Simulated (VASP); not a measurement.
# TiAl (P4/mmm) in VASP: further runs, part 2 of 2

VASP 6.6.1. The steps go on from the part before.

### Step 3. Single point, PBE

This run uses another cell than the first one, of 16.23 Å³/atom, 1.011 times its volume.

INCAR reads:

```
PREC = Accurate ; ENCUT = 520
EDIFF = 1E-7 ; ISMEAR = 0
SIGMA = 0.1 ; LREAL = False
LASPH = True ; NELM = 60
ALGO = Normal ; ISIF = 2
LWAVE = False ; LCHARG = False
GGA = PE ; NBANDS = 14
```

KPOINTS reads:

```
regular mesh
0
Gamma
  14 14 10
```

POSCAR reads:

```
TiAl
1.0
    2.8216407389      0.0000000000      0.0000000000
    0.0000000000      2.8216407389      0.0000000000
    0.0000000000      0.0000000000      4.0782742132
Ti Al
1 1
Direct
    0.5000000000      0.5000000000      0.5000000000
    0.0000000000      0.0000000000      0.0000000000
```

Potentials or basis: VASP PAW PBE potentials, release 64 (Ti_sv, Al).

Started as:

```bash
cat potpaw_PBE.64/Ti_sv/POTCAR potpaw_PBE.64/Al/POTCAR > POTCAR
mpirun -np 1 vasp_std > vasp.out
```

It took 40 s on 1 thread of Intel Xeon Platinum 8559C (Emerald Rapids), shared host; peak memory 0.22 GiB.

It converged, with:

```yaml
Free_energy: -12.3956 eV
Pressure: -0.1 GPa
```

Levels at points of the mesh, in eV from the Fermi level:
| k point | band 4 | band 5 | band 6 | band 7 | band 8 | band 9 | band 10 | band 11 | band 12 | band 13 |
| --- | --- | --- | --- | --- | --- | --- | --- | --- | --- | --- |
| (0.00, 0.00, 0.00) | -32.59 | -9.05 | -1.88 | -0.85 | -0.40 | 2.15 | 2.15 | 3.30 | 6.11 | 8.38 |
| (0.50, 0.00, 0.00) | -32.55 | -4.57 | -4.53 | -1.72 | -0.26 | 1.74 | 2.50 | 4.30 | 5.06 | 5.29 |
| (0.50, 0.50, 0.00) | -32.93 | -3.18 | -0.47 | -0.47 | -0.40 | -0.22 | -0.22 | 4.18 | 4.93 | 5.96 |
| (0.00, 0.00, 0.50) | -32.59 | -7.59 | -5.28 | -0.68 | 0.61 | 1.80 | 1.80 | 3.31 | 7.92 | 9.32 |
| (0.50, 0.00, 0.50) | -32.55 | -4.92 | -2.95 | -1.21 | -1.16 | 1.35 | 1.79 | 2.29 | 3.76 | 5.66 |
| (0.50, 0.50, 0.50) | -32.94 | -2.51 | -2.26 | -2.26 | 1.76 | 2.11 | 2.70 | 4.17 | 4.17 | 4.19 |

### Step 4. Single point, PBE

This run uses another cell than the first one: it holds 16 atoms, not 2.

INCAR reads:

```
PREC = Accurate
ENCUT = 520
EDIFF = 1E-6
ISMEAR = 0
SIGMA = 0.1
LREAL = Auto
LASPH = True
NELM = 60
ALGO = Normal
ISIF = 2
LWAVE = False
LCHARG = False
GGA = PE
NBANDS = 74
```

KPOINTS reads:

```
Automatic mesh
0
Gamma
  1 1 1
```

POSCAR reads:

```
TiAl
1.0
    0.0000000000      5.6432814771     -4.0782742135
   -5.6432814771      0.0000000000      4.0782742135
    5.6432814771      0.0000000000      4.0782742135
Ti Al
8 8
Direct
    0.2500000000      0.0000000000      0.7500000000
    0.7500000000      0.7500000000      0.5000000000
    0.2500000000      0.2500000000      0.5000000000
    0.2500000000      0.7500000000      0.0000000000
    0.7500000000      0.5000000000      0.7500000000
    0.7500000000      0.0000000000      0.2500000000
    0.2500000000      0.5000000000      0.2500000000
    0.7500000000      0.2500000000      0.0000000000
    0.0000000000      0.7500000000      0.2500000000
    0.5000000000      0.5000000000      0.0000000000
    0.0000000000      0.0000000000      0.0000000000
    0.0000000000      0.5000000000      0.5000000000
    0.5000000000      0.2500000000      0.2500000000
    0.5000000000      0.7500000000      0.7500000000
    0.0000000000      0.2500000000      0.7500000000
    0.5000000000      0.0000000000      0.5000000000
```

Started as:

```bash
cat potpaw_PBE.64/Ti_sv/POTCAR potpaw_PBE.64/Al/POTCAR > POTCAR
mpirun -np 1 vasp_gam > vasp.out
```

Wall time 34 s (1 thread of AMD EPYC 9R45 (Zen 5), shared host); peak memory 0.32 GiB.

The run converged. Its results:

- Free energy: -96.1529 eV
- Pressure: 3.5 GPa
- Band gap on the k mesh: zero (filled and empty bands touch)

Stress tensor (GPa, compression positive):
```
 5.95  0.00  0.00
 0.00  5.95  0.00
 0.00  0.00 -1.36
```

Levels at points of the mesh, in eV from the Fermi level:
```tsv
k point	band 58	band 59	band 60	band 61	band 62	band 63	band 64	band 65
(0.00, 0.00, 0.00)	-0.07	-0.07	0.00	0.00	0.01	0.60	0.60	0.60
```

Caveat: the k points lie up to 1.11 Å⁻¹ apart.

### Step 5. Single point, PBE

This run uses another cell than the first one, of 15.05 Å³/atom, 0.937 times its volume.

INCAR reads:

```
ALGO = Normal
EDIFF = 1E-6
ENCUT = 520
GGA = PE
ISIF = 2
ISMEAR = 0
LASPH = T
LCHARG = F
LREAL = F
LWAVE = F
NBANDS = 14
NELM = 100
PREC = Accurate
SIGMA = 0.1
```

KPOINTS reads:

```
k-points
0
Gamma
  14 14 10
```

POSCAR reads:

```
TiAl
1.0
    2.7520599296      0.0000000000      0.0000000000
    0.0000000000      2.7520599296      0.0000000000
    0.0000000000      0.0000000000      3.9737566749
Ti Al
1 1
Direct
    0.5000000000      0.5000000000      0.5000000000
    0.0000000000      0.0000000000      0.0000000000
```

Potentials or basis: VASP PAW PBE potentials, release 64 (Ti_sv, Al).

Started as:

```bash
cat potpaw_PBE.64/Ti_sv/POTCAR potpaw_PBE.64/Al/POTCAR > POTCAR
mpirun -np 1 vasp_std > vasp.out
```

OUTCAR:

```text
EDIFF = 1E-6
   ENCUT = 520
   GGA = PE
   ISIF = 2
   ISMEAR = 0
   LASPH = T
   LREAL = F
   NELM = 100
   PREC = Accurate

 ion  position               nearest neighbor table
   1  0.500  0.500  0.500-   2 2.78   2 2.78   2 2.78   2 2.78   2 2.78   2 2.78   2 2.78   2 2.78

   2  0.000  0.000  0.000-   1 2.78   1 2.78   1 2.78   1 2.78   1 2.78   1 2.78   1 2.78   1 2.78

  LATTYP: Found a simple tetragonal cell.
 ALAT       =     2.7520599296
 C/A-ratio  =     1.4439208362

  Lattice vectors:

 A1 = (   2.7520599296,   0.0000000000,   0.0000000000)
[... 586 lines left out ...]
     10      10.5708      0.00000
     11      13.0423      0.00000
     12      15.4619      0.00000
     13      16.1981      0.00000
     14      16.5875      0.00000

 [... further k-points ...]
[... 5 lines left out ...]
  --------------------------------------------------------------------------------------
  -------------------------------------------------------------------------------------
  Total        1.8676183      1.8676183      1.8701872      0.0000000      0.0000000      0.0000000
  in kB       99.4218077     99.4218077     99.5585629      0.0000000      0.0000000      0.0000000
  external PRESSURE =      99.4673928 kB  Pullay stress =       0.0000000 kB

 VOLUME and BASIS-vectors are now :
 -----------------------------------------------------------------------------
  energy-cutoff  :      520.00
  volume of cell :       30.10
      direct lattice vectors                 reciprocal lattice vectors
     2.752059930  0.000000000  0.000000000     0.363364180  0.000000000  0.000000000
     0.000000000  2.752059930  0.000000000     0.000000000  0.363364180  0.000000000
     0.000000000  0.000000000  3.973756675     0.000000000  0.000000000  0.251651040

 POSITION                                       TOTAL-FORCE (eV/Angst)
 -----------------------------------------------------------------------------------
      1.37603      1.37603      1.98688         0.000000      0.000000      0.000000
      0.00000      0.00000      0.00000         0.000000      0.000000      0.000000
 -----------------------------------------------------------------------------------
    total drift:                               -0.000000      0.000000      0.000000

  FREE ENERGIE OF THE ION-ELECTRON SYSTEM (eV)
  ---------------------------------------------------
  free  energy   TOTEN  =       -12.3262551503 eV

  energy  without entropy=      -12.3183862387  energy(sigma->0) =      -12.32232069
```

stdout:

```text
POSCAR found type information on POSCAR TiAl
 POSCAR found :  2 types and       2 ions
 scaLAPACK will be used
 LDA part: xc-table for (Slater+PW92), standard interpolation
 POSCAR, INCAR and KPOINTS ok, starting setup
 FFT: planning ... GRIDC
 FFT: planning ... GRID_SOFT
 FFT: planning ... GRID
 WAVECAR not read
 entering main loop
```

It took 65 s on 1 thread of Intel Xeon Platinum 8259CL at 2.50GHz (Skylake/Cascade Lake), shared host; peak memory 0.21 GiB.

What came out:

| Quantity | Value |
| --- | --- |
| Free energy | -12.3263 eV |
| Pressure | 9.9 GPa |

Levels at points of the mesh, in eV from the Fermi level:
```tsv
k point	band 6	band 7	band 8	band 9	band 10	band 11
(0.00, 0.00, 0.00)	-2.03	-0.95	-0.29	2.35	2.35	3.62
(0.50, 0.00, 0.00)	-4.59	-1.86	-0.28	1.88	2.76	4.75
(0.50, 0.50, 0.00)	-0.50	-0.41	-0.41	-0.29	-0.29	4.62
(0.00, 0.00, 0.50)	-5.44	-0.76	0.66	1.97	1.97	3.63
(0.50, 0.00, 0.50)	-3.07	-1.23	-1.08	1.48	1.93	2.50
(0.50, 0.50, 0.50)	-2.44	-2.44	2.21	2.33	2.73	4.51
```

### Step 6. Summary

| cell | k mesh | gap on the mesh (eV) | pressure (GPa) |
| --- | --- | --- | --- |
| a = 2.811, b = 2.811, c = 4.066 Å, 2 atoms | 6 × 6 × 4 | none | 1.3 |
| a = 2.822, b = 2.822, c = 4.078 Å, 2 atoms | 14 × 14 × 10 | none | -0.1 |
| a = 6.963 Å, angles 108.3, 110.1, 110.1°, 16 atoms | 1 × 1 × 1 | none | 3.5 |
| a = 2.752, b = 2.752, c = 3.974 Å, 2 atoms | 14 × 14 × 10 | none | 9.9 |

Alike in all rows: task single point; level PBE; potentials or basis VASP PAW PBE potentials, release 64 (Ti_sv, Al); no spin polarisation; cutoff (eV) 520; smearing gaussian 0.1 eV.

Caveats: some runs use coarse meshes.

Total energies depend on the potentials used, so only differences within one code and one set of settings carry meaning.
